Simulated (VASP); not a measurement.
# LiCl (Fm-3m) in VASP: settings compared

Aim: see how the results for LiCl move with the level of theory and the settings. Levels: PBE, revPBE, BLYP. Tasks: single point, relaxation of cell and atoms.

All numbers are computed with VASP 6.6.1; they aren't measurements. Logs are shortened: lines on timing, memory, paths and dates and some standing lists are left out, and cuts for length are marked.

### Step 1. The cell of the first run

It takes space group Fm-3m (No. 225, cubic). The conventional cell has a = 5.130 Å, b = 5.130 Å, c = 5.130 Å, α = 90.00°, β = 90.00°, γ = 90.00°. Cl (site symmetry m-3m) has 6 Li at 2.56 Å within 3.4 Å. Within 3.4 Å of Li (site symmetry m-3m) lie 6 Cl at 2.56 Å.

### Step 2. Single point, PBE

File INCAR:

```
SYSTEM = LiCl
PREC = Accurate ; ENCUT = 520
EDIFF = 1E-6 ; ISMEAR = 0
SIGMA = 0.026000000000000002 ; LREAL = .FALSE.
LASPH = .TRUE. ; NELM = 100
ALGO = Normal ; ISIF = 2
LWAVE = .FALSE. ; LCHARG = .TRUE.
GGA = PE ; LELF = .TRUE.
LVHAR = .TRUE. ; NBANDS = 12
```

File KPOINTS:

```
Automatic mesh
0
G
  9 9 9
  0 0 0
```

File POSCAR:

```
LiCl
1.0
    0.0000000000      2.5647700000      2.5647700000
    2.5647700000      0.0000000000      2.5647700000
    2.5647700000      2.5647700000      0.0000000000
Cl Li
1 1
Direct
    0.5000000000      0.5000000000      0.5000000000
    0.0000000000      0.0000000000      0.0000000000
```

Potentials or basis: VASP PAW PBE potentials, release 64 (Cl, Li_sv).

Run with:

```console
$ cat potpaw_PBE.64/Cl/POTCAR potpaw_PBE.64/Li_sv/POTCAR > POTCAR
$ mpirun -np 1 vasp_std > vasp.out
```

OUTCAR:

```text
SYSTEM = LiCl
   PREC = Accurate
   ENCUT = 520
   EDIFF = 1E-6
   ISMEAR = 0
   LREAL = .FALSE.
   LASPH = .TRUE.
   NELM = 100
   ISIF = 2
   GGA = PE

 ion  position               nearest neighbor table
   1  0.500  0.500  0.500-   2 2.56   2 2.56   2 2.56   2 2.56   2 2.56   2 2.56
   2  0.000  0.000  0.000-   1 2.56   1 2.56   1 2.56   1 2.56   1 2.56   1 2.56

  LATTYP: Found a face centered cubic cell.
 ALAT       =     5.1295400000

  Lattice vectors:

 A1 = (   0.0000000000,   2.5647700000,   2.5647700000)
 A2 = (   2.5647700000,   0.0000000000,   2.5647700000)
 A3 = (   2.5647700000,   2.5647700000,   0.0000000000)

Analysis of symmetry for initial positions (statically):
=====================================================================
 Subroutine PRICEL returns:
 Original cell was already a primitive cell.

 Routine SETGRP: Setting up the symmetry group for a
 face centered cubic supercell.

 Subroutine GETGRP returns: Found 48 space group operations
 (whereof 48 operations were pure point group operations)
 out of a pool of 48 trial point group operations.

The static configuration has the point symmetry O_h .

Analysis of symmetry for dynamics (positions and initial velocities):
=====================================================================
 Subroutine PRICEL returns:
 Original cell was already a primitive cell.

 Routine SETGRP: Setting up the symmetry group for a
 face centered cubic supercell.

 Subroutine GETGRP returns: Found 48 space group operations
 (whereof 48 operations were pure point group operations)
 out of a pool of 48 trial point group operations.

The dynamic configuration has the point symmetry O_h .

 Subroutine INISYM returns: Found 48 space group operations
 (whereof 48 operations are pure point group operations),
 and found     1 'primitive' translations

----------------------------------------------------------------------------------------

                                     Primitive cell

  volume of cell :      33.7423

  direct lattice vectors                    reciprocal lattice vectors
     0.000000000  2.564770000  2.564770000    -0.194949255  0.194949255  0.194949255
     2.564770000  0.000000000  2.564770000     0.194949255 -0.194949255  0.194949255
     2.564770000  2.564770000  0.000000000     0.194949255  0.194949255 -0.194949255

  length of vectors
     3.627132518  3.627132518  3.627132518     0.337662014  0.337662014  0.337662014

  position of ions in fractional coordinates (direct lattice)
     0.500000000  0.500000000  0.500000000
     0.000000000  0.000000000  0.000000000

  ion indices of the primitive-cell ions
   primitive index   ion index
                 1           1
                 2           2

----------------------------------------------------------------------------------------

 KPOINTS: Automatic mesh

Automatic generation of k-mesh.
 Grid dimensions read from file:
 generate k-points for:    9    9    9

 Generating k-lattice:

  Cartesian coordinates                     Fractional coordinates (reciprocal lattice)
    -0.021661028  0.021661028  0.021661028     0.111111111  0.000000000  0.000000000
     0.021661028 -0.021661028  0.021661028     0.000000000  0.111111111  0.000000000
     0.021661028  0.021661028 -0.021661028     0.000000000  0.000000000  0.111111111

  Length of vectors
     0.037518002  0.037518002  0.037518002

  Shift w.r.t. Gamma in fractional coordinates (k-lattice)
     0.000000000  0.000000000  0.000000000

 Subroutine IBZKPT returns following result:
 ===========================================

 Found     35 irreducible k-points:

 Following reciprocal coordinates:
            Coordinates               Weight
  0.000000  0.000000  0.000000      1.000000
  0.111111  0.000000  0.000000      8.000000
  0.222222  0.000000  0.000000      8.000000
  0.333333  0.000000  0.000000      8.000000
  0.444444  0.000000  0.000000      8.000000
  0.111111  0.111111  0.000000      6.000000
[... 16 lines left out ...]
 -0.333333  0.333333  0.000000     12.000000
  0.444444  0.444444  0.000000      6.000000
 [... further k-points ...]
   k-points           NKPTS =     35   k-points in BZ     NKDIM =     35   number of bands    NBANDS=     12
   number of dos      NEDOS =    301   number of ions     NIONS =      2
   total plane-waves  NPLWV =  21952
   dimension x,y,z NGX =    28 NGY =   28 NGZ =   28
   dimension x,y,z NGXF=    56 NGYF=   56 NGZF=   56
   ions per type =               1   1
   NGX,Y,Z   is equivalent  to a cutoff of  12.83, 12.83, 12.83 a.u.
   NGXF,Y,Z  is equivalent  to a cutoff of  25.67, 25.67, 25.67 a.u.
 SYSTEM =  LiCl
   PREC   = accura    normal or accurate (medium, high low for compatibility)
   ISTART =      0    job   : 0-new  1-cont  2-samecut
   ICHARG =      2    charge: 1-file 2-atom 10-const
   ISPIN  =      1    spin polarized calculation?
   LNONCOLLINEAR =      F non collinear calculations
   LSORBIT =      F    spin-orbit coupling
   LASPH  =      T    aspherical Exc in radial PAW
   ENCUT  =  520.0 eV  38.22 Ry    6.18 a.u.   6.74  6.74  6.74*2*pi/ulx,y,z
   NELM   =    100;   NELMIN=  2; NELMDL= -5     # of ELM steps
   EDIFF  = 0.1E-05   stopping-criterion for ELM
   LREAL  =      F    real-space projection
   EDIFFG = 0.1E-04   stopping-criterion for IOM
   NSW    =      0    number of steps for IOM
   IBRION =     -1    ionic relax: 0-MD 1-quasi-New 2-CG
   NFREE  =      0    steps in history (QN), initial steepest desc. (CG)
   ISIF   =      2    stress and relaxation
   ISYM   =      2    0-nonsym 1-usesym 2-fastsym
   POTIM  = 0.5000    time-step for ionic-motion
   TEBEG  =    0.0;   TEEND  =   0.0 temperature during run
   PSTRESS=    0.0 pullay stress
   NELECT =      10.0000    total number of electrons
   NUPDOWN=      -1.0000    fix difference up-down
   EMIN   =  10.00;   EMAX   =-10.00  energy-range for DOS
   EFERMI =   0.00;   METHOD = LEGACY
   ISMEAR =     0;   SIGMA  =   0.03  broadening in eV -4-tet -1-fermi 0-gaus
   EFERMI_NEDOS =   21; number of points for ismear=-14 and -15
   IALGO  =     38    algorithm
   IMIX   =      4    mixing-type and parameters
     AMIX     =   0.40;   BMIX     =  1.00
     AMIX_MAG =   1.60;   BMIX_MAG =  1.00
  volume/ion in A,a.u.               =      16.87       113.85
  Fermi-wavevector in a.u.,A,eV,Ry     =   1.091482  2.062601 16.209056  1.191332
  Thomas-Fermi vector in A             =   2.227728
   LORBIT       =      0    0 simple, 1 ext, 2 COOP (PROOUT), +10 PAW based schemes
   GGA     = PE    functional components
   LHFCALC =     F    Hartree Fock is set to
   AEXX    =    0.0000 exact exchange contribution
   IVDW    =     0    specifies the selected vdW correction
   LEPSILON=     F    determine dielectric tensor
   LRPA    =     F    only Hartree local field effects (RPA)
 non-spin polarized calculation
 Gauss-broadening in eV      SIGMA  =   0.03
  energy-cutoff  :      520.00
  volume of cell :       33.74
 maximum number of plane-waves:       922
   NGX = 13   NGY = 13   NGZ = 13

 number of electron      10.0000005 magnetization

 Free energy of the ion-electron system (eV)
  ---------------------------------------------------
  ext. energy  EPLUGINS =         0.00000000
  ---------------------------------------------------
  free energy    TOTEN  =        -7.38575090 eV

  energy without entropy =       -7.38575090  energy(sigma->0) =       -7.38575090

 E-fermi :   0.8634     XC(G=0):  -8.7308

 val. band max:        0.5793941029   @ k =   0.0000   0.0000   0.0000
 cond. band min:       6.9203722922   @ k =   0.0000   0.0000   0.0000
 fundamental gap:      6.3409781893
 Fermi energy:         0.8634258032

 k-point     1 :       0.0000    0.0000    0.0000
  band No.  band energies     occupation
      1     -42.9431      2.00000
      2     -12.8172      2.00000
      3       0.5794      2.00000
      4       0.5794      2.00000
      5       0.5794      2.00000
      6       6.9204      0.00000
      7      12.5179      0.00000
      8      12.5179      0.00000
      9      12.5179      0.00000
     10      15.1081      0.00000
     11      15.1095      0.00000
     12      15.1507      0.00000

 k-point     2 :       0.1111    0.0000    0.0000
  band No.  band energies     occupation
      1     -42.9429      2.00000
      2     -12.7571      2.00000
      3       0.1538      2.00000
      4       0.5465      2.00000
      5       0.5465      2.00000
      6       7.3003      0.00000
      7      11.8397      0.00000
      8      12.4846      0.00000
      9      12.4846      0.00000
     10      13.7246      0.00000
     11      13.7246      0.00000
     12      15.5078      0.00000

 k-point     3 :       0.2222    0.0000    0.0000
  band No.  band energies     occupation
      1     -42.9421      2.00000
      2     -12.5980      2.00000
      3      -0.7599      2.00000
      4       0.4670      2.00000
      5       0.4670      2.00000
      6       7.7881      0.00000
      7      11.4498      0.00000
      8      11.5351      0.00000
      9      11.5352      0.00000
     10      14.2254      0.00000
     11      14.2254      0.00000
     12      16.0064      0.00000
[... 286 lines left out ...]
 k-point    23 :      -0.3333    0.3333    0.0000
  band No.  band energies     occupation
      1     -42.9398      2.00000
      2     -12.0737      2.00000
      3      -1.6002      2.00000
      4      -1.4487      2.00000
      5      -0.0669      2.00000
      6       8.7208      0.00000
      7      11.1712      0.00000
      8      11.5293      0.00000
      9      11.5892      0.00000
     10      15.1118      0.00000
     11      16.6694      0.00000
     12      18.9917      0.00000

 k-point    24 :       0.4444    0.4444    0.0000
  band No.  band energies     occupation
      1     -42.9398      2.00000
      2     -12.0333      2.00000
      3      -2.2292      2.00000
      4      -0.4920      2.00000
      5      -0.4920      2.00000
      6       8.5227      0.00000
      7       8.9362      0.00000
      8      12.7396      0.00000
      9      14.5460      0.00000
     10      14.5461      0.00000
     11      17.4935      0.00000
     12      19.3285      0.00000

 [... further k-points ...]

------------------------ aborting loop because EDIFF is reached ----------------------------------------

  FORCE on cell =-STRESS in cart. coord.  units (eV):
  Direction    XX          YY          ZZ          XY          YZ          ZX
  --------------------------------------------------------------------------------------
  -------------------------------------------------------------------------------------
  Total        0.0634016      0.0634016      0.0634016      0.0000000      0.0000000      0.0000000
  in kB        3.0104799      3.0104799      3.0104799      0.0000000      0.0000000      0.0000000
  external PRESSURE =       3.0104799 kB  Pullay stress =       0.0000000 kB

 VOLUME and BASIS-vectors are now :
 -----------------------------------------------------------------------------
  energy-cutoff  :      520.00
  volume of cell :       33.74
      direct lattice vectors                 reciprocal lattice vectors
     0.000000000  2.564770000  2.564770000    -0.194949255  0.194949255  0.194949255
     2.564770000  0.000000000  2.564770000     0.194949255 -0.194949255  0.194949255
     2.564770000  2.564770000  0.000000000     0.194949255  0.194949255 -0.194949255

 POSITION                                       TOTAL-FORCE (eV/Angst)
 -----------------------------------------------------------------------------------
      2.56477      2.56477      2.56477         0.000000      0.000000      0.000000
      0.00000      0.00000      0.00000         0.000000     -0.000000     -0.000000
 -----------------------------------------------------------------------------------
    total drift:                                0.000000      0.000000      0.000000

  FREE ENERGIE OF THE ION-ELECTRON SYSTEM (eV)
  ---------------------------------------------------
  free  energy   TOTEN  =        -7.3857509021 eV

  energy  without entropy=       -7.3857509021  energy(sigma->0) =       -7.38575090
```

It took 21 s on 1 thread of AMD EPYC 7R43 (Zen 3), shared host; peak memory 0.12 GiB.

Results:

- Free energy: -7.3858 eV
- Band gap on the k mesh: 6.34 eV, direct

Caveat: the cutoff is under 1.25 times the usual one of these potentials, so pressure, stress and relaxed cells hold a basis-set (Pulay) error. Expect the measured gap to be larger: semilocal functionals such as PBE lack the derivative discontinuity.

[end of part 1 of 2]
